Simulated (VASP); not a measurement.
Write the native input for VASP 6.6.1 that does the following.

| Item | Value |
| --- | --- |
| Task | single point |
| Functional | PBEsol |
| Potentials or basis | VASP PAW PBE potentials, release 64 (Sn_d, O) |
| Cutoff | 520 eV |
| k mesh | 8 × 6 × 8 |
| Occupations | gaussian, width 0.05 eV |
| Spin | no spin polarisation |
| Dipole correction | no |
| Further INCAR settings | ALGO = Normal; EDIFF = 1e-06; NBANDS = 28 |

The structure of SnO lies in POSCAR:

```
SnO
1.0
    3.3156061815      0.0000000000      0.0000000000
    0.0000000000      5.7049851891      0.0000000000
    0.0000000000      0.0000000000      3.8941648049
Sn O
2 2
Direct
   -0.0213266215      0.2461838227      0.5261742991
    0.5000000000      0.7662107192      0.0261742991
    0.0000000000      0.8853564082      0.7238267009
    0.5000000000      0.1146435918      0.2238267009
```

This cell differs from its parent crystal: atom 1 (Sn) moved -0.100 Å along Cartesian [1 -1 0].

The input as run:

INCAR

```
SYSTEM = SnO
ALGO     = Normal         ! electronic algorithm
EDIFF    = 1E-6           ! SCF threshold, eV
ENCUT    = 520            ! plane-wave cutoff, eV
GGA      = PS             ! functional
ISIF     = 2              ! what is computed and relaxed
ISMEAR   = 0              ! smearing method
LASPH    = .True.         ! aspherical terms in the spheres
LCHARG   = .True.         ! write CHGCAR
LELF     = .True.         ! ELF
LREAL    = .False.        ! projectors in reciprocal space
LVHAR    = .True.       
LWAVE    = .False.        ! write WAVECAR
NBANDS   = 28             ! bands
NELM     = 80             ! most SCF steps
PREC     = Accurate       ! precision mode
SIGMA    = 0.05           ! smearing width, eV
```

KPOINTS

```
k-points
0
Gamma
  8 6 8
  0 0 0
```

Potentials or basis: VASP PAW PBE potentials, release 64 (Sn_d, O).

Run with:

```bash
$ cat potpaw_PBE.64/Sn_d/POTCAR potpaw_PBE.64/O/POTCAR > POTCAR
$ mpirun -np 1 vasp_std > vasp.out
```

Results of the run:

```
Pressure               : -1.7 GPa
Largest force          : 0.797 eV/Å
Band gap on the k mesh : 1.15 eV (least direct gap 1.79 eV)
```

Caveat: the cell differs from its parent crystal (atom 1 (Sn) moved -0.100 Å along Cartesian [1 -1 0]); the PAW data sets were made with another functional, which shifts forces and pressure a little; spin-orbit coupling is left out, which moves the levels of the heavy elements.

Run time: 3.1 min on 1 thread of Intel(R) Xeon(R) Platinum 8559C (Emerald Rapids), with other jobs on the host, peak memory 0.42 GiB.
